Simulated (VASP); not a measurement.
A run of VASP 6.6.1 is set up as follows.

INCAR

```
SYSTEM = CoO
  PREC = Accurate
  ENCUT = 520
  EDIFF = 1E-6
  ISMEAR = 0
  SIGMA = 0.1
  LREAL = .FALSE.
  LASPH = .TRUE.
  NELM = 150
  ALGO = Normal
  ISIF = 2
  LWAVE = .FALSE.
  LCHARG = .FALSE.
  ISPIN = 2
  MAGMOM = 2.73 2.73 2.73 2.73 2.73 2.73 0.35 0.35 0.35 0.35 0.35 0.35
  LORBIT = 11
  LMAXMIX = 4
  LDIPOL = .TRUE.
  IDIPOL = 3
  DIPOL = 0.5 0.5 0.500
  GGA = PE
  NBANDS = 61
```

File KPOINTS:

```
regular mesh
0
G
  11 11 1
  0 0 0
```

POSCAR

```
CoO
1.0
    3.0160003058      0.0000000000      0.0000000000
    0.0000000000      3.0160003058      0.0000000000
    0.0000000000      0.0000000000     25.5362497745
Co O
6 6
Direct
    0.5000000000      0.5000000000      0.2937001348
    0.0000000000      0.0000000000      0.3762200809
    0.5000000000      0.5000000000      0.4587400270
    0.0000000000      0.0000000000      0.5412599730
    0.5000000000      0.5000000000      0.6237799191
    0.0000000000      0.0000000000      0.7062998652
    0.0000000000      0.0000000000      0.2937001348
    0.5000000000      0.5000000000      0.3762200809
    0.0000000000      0.0000000000      0.4587400270
    0.5000000000      0.5000000000      0.5412599730
    0.0000000000      0.0000000000      0.6237799191
    0.5000000000      0.5000000000      0.7062998652
```

Potentials or basis: VASP PAW PBE potentials, release 64 (Co, O).

Launch:

```sh
$ cat potpaw_PBE.64/Co/POTCAR potpaw_PBE.64/O/POTCAR > POTCAR
$ mpirun -np 1 vasp_std > vasp.out
```

(1) Predict the net moment.

(2) Predict the largest force.

(3) Estimate the site moments.

Results:

(1) 17.69 μB per cell.

(2) 0.297 eV/Å.

(3) Co +2.51, +2.60 (each value once); O +0.27, +0.33, +0.32 (each value once) μB.
